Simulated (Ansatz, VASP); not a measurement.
## Two plane-wave programs on Si2Mo

```
Si Mo
1.0
     4.51144    0.00000    0.00000
     0.00000    4.51462    0.00000
     0.00000    0.00000   26.07924
Si Mo
12 6
Cartesian
  2.2557 3.3971 7.5000
  0.0000 2.2446 8.1648
  0.0000 0.0096 9.4540
  2.2557 3.3716 10.1188
  2.2557 1.1366 11.4079
  0.0000 4.4987 12.0728
  0.0000 2.2637 13.3619
  2.2557 1.1111 14.0267
  2.2557 3.3908 15.3159
  0.0000 2.2382 15.9807
  0.0000 0.0032 17.2698
  2.2557 3.3653 17.9347
  2.2557 1.1271 8.8094
  0.0000 2.2541 10.7634
  2.2557 3.3812 12.7173
  0.0000 4.5083 14.6713
  2.2557 1.1207 16.6253
  0.0000 2.2478 18.5792
```

Alike in both runs: task single point; functional PBEsol; k mesh 8 × 8 × 1; occupations gaussian, width 0.1 eV; no spin polarisation.

|  | VASP | Ansatz |
| --- | --- | --- |
| version | VASP 6.6.1 | Ansatz 0.2.0 |
| potentials or method | VASP PAW PBE potentials, release 64 (Si, Mo_sv), cutoff 520 eV | scalar-relativistic, plane waves, PAW |
| valence electrons in the cell | 132 | 132 |

|  | VASP | Ansatz | Ansatz less VASP |
| --- | --- | --- | --- |
| gap on the k mesh at the Fermi level (eV) | none | none | - |
| rms of the force components (eV/Å) | 0.478 | 0.480 | +0.0026 |

VASP's potentials were made for PBE, not for PBEsol. A gap of «none» marks a metal or a gap that the smearing closes.
